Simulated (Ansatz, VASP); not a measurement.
## CuO: VASP beside Ansatz

INCAR

```
SYSTEM = CuO
PREC = Accurate
ENCUT = 520
EDIFF = 1E-7
ISMEAR = -1
SIGMA = 0.05
LREAL = .FALSE.
LASPH = .TRUE.
NELM = 60
ALGO = Normal
ISIF = 2
LWAVE = .FALSE.
LCHARG = .FALSE.
GGA = PE
NBANDS = 44
```

The input KPOINTS:

```
regular mesh
0
G
  4 3 2
  0 0 0
```

POSCAR

```
CuO
1.0
   -2.3418500000      1.7113000000      0.0000000000
    0.8500300000      0.0000000000     -5.0578700000
   -2.3418500000     -5.1339000000      0.0000000000
Cu O
4 4
Direct
    0.2479969100      0.0006014900      0.2432966400
    0.7479969100      0.0006014900      0.7432966400
    0.9979969100      0.5006014900      0.4932966400
    0.4979969100      0.5006014900      0.9932966400
    0.7071969100      0.7506014900      0.2840966400
    0.2071969100      0.7506014900      0.7840966400
    0.7887969100      0.2506014900      0.2024966400
    0.3048216600      0.2457895500      0.7561235500
```

input.yaml

```yaml
crystal:
  lattice:
    - [-2.34185, 1.7113, 0.0]
    - [0.85003, 0.0, -5.05787]
    - [-2.34185, -5.1339, 0.0]
  atoms:
    - { symbol: Cu, position: [0.24799691, 0.00060149, 0.24329664] }
    - { symbol: Cu, position: [0.74799691, 0.00060149, 0.74329664] }
    - { symbol: Cu, position: [0.99799691, 0.50060149, 0.49329664] }
    - { symbol: Cu, position: [0.49799691, 0.50060149, 0.99329664] }
    - { symbol: O, position: [0.70719691, 0.75060149, 0.28409664] }
    - { symbol: O, position: [0.20719691, 0.75060149, 0.78409664] }
    - { symbol: O, position: [0.78879691, 0.25060149, 0.20249664] }
    - { symbol: O, position: [0.30482166, 0.24578955, 0.75612355] }
hamiltonian:
  xc: pbe
  pseudopotentials: { kind: paw }
kpoints:
  mp_grid: { grid: [4, 3, 2] }
scf:
  occupations: { method: fermi_dirac, width: 0.05 }
output:
  forces: true
  stress: true
  eigenvalues: true
```

Alike in both runs: task single point; functional PBE; k mesh 4 × 3 × 2; occupations fermi-dirac, width 0.05 eV; no spin polarisation.

|  | VASP | Ansatz |
| --- | --- | --- |
| version | VASP 6.6.1 | Ansatz 0.2.0 |
| potentials or method | VASP PAW PBE potentials, release 64 (Cu, O) | Ansatz PAW |
| plane-wave cutoff (eV) | 520 | 420 |
| valence electrons in the cell | 68 | 100 |

|  | VASP | Ansatz | Ansatz less VASP |
| --- | --- | --- | --- |
| gap on the k mesh at the Fermi level (eV) | none | none | - |
| pressure (GPa) | 9.7 | 9.0 | -0.74 |
| traceless stress, the component that is largest in VASP (GPa) | 2.47 | 2.31 | -0.156 |
| rms of the force components (eV/Å) | 0.776 | 0.753 | -0.0224 |

Atom by atom the forces differ by 0.031 eV/Å (rms over components). A gap of «none» marks a metal or a gap that the smearing closes. VASP's potentials hold 68 valence electrons a cell and Ansatz's 100, so a difference there can come from the potentials and not from the codes.

The k mesh is coarse, so the values compare programs but aren't converged.
